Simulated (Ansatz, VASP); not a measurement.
HfSiO4: VASP beside Ansatz

```
Hf Si O
1.0
    -3.32274    3.32274    3.00722
     3.32274   -3.32274    3.00722
     3.32274    3.32274   -3.00722
Hf Si O
2 2 8
Cartesian
  0.0000 3.3227 1.5036
  0.0000 0.0000 0.0000
  3.3227 0.0000 1.5036
  0.0000 0.0000 3.0072
  3.3227 2.0987 -1.0890
  4.5468 0.0000 0.4146
  0.0000 1.2241 1.9182
  2.0987 0.0000 0.4146
  3.3227 1.2241 2.5926
  1.2241 0.0000 4.0962
  3.3227 -1.2241 2.5926
  2.0987 3.3227 1.0890
```

Alike in both runs: functional PBE; k mesh 6 × 6 × 6; occupations gaussian, width 0.02 eV; no spin polarisation.

Ansatz relaxed the structure, and its values are those at the end. VASP's run is a single point on that final structure, the one shown.

|  | VASP | Ansatz |
| --- | --- | --- |
| version | VASP 6.6.1 | Ansatz 0.2.0 |
| potentials or method | VASP PAW PBE potentials, release 64 (Hf_pv, Si, O), cutoff 520 eV | scalar-relativistic, plane waves, PAW |
| valence electrons in the cell | 76 | 108 |

|  | VASP | Ansatz | Ansatz less VASP |
| --- | --- | --- | --- |
| gap on the k mesh at the Fermi level (eV) | 5.27 | 5.33 | +0.057 |
| least direct gap on the mesh (eV) | 5.60 | 5.65 | +0.053 |
| pressure (GPa) | -1.6 | 0.0 | +1.59 |
| rms of the force components (eV/Å) | 0.087 | 0.000 | -0.0868 |

VASP's potentials hold 76 valence electrons a cell and Ansatz's 108, so a difference there can come from the potentials and not from the codes.

Spin-orbit coupling is off throughout.
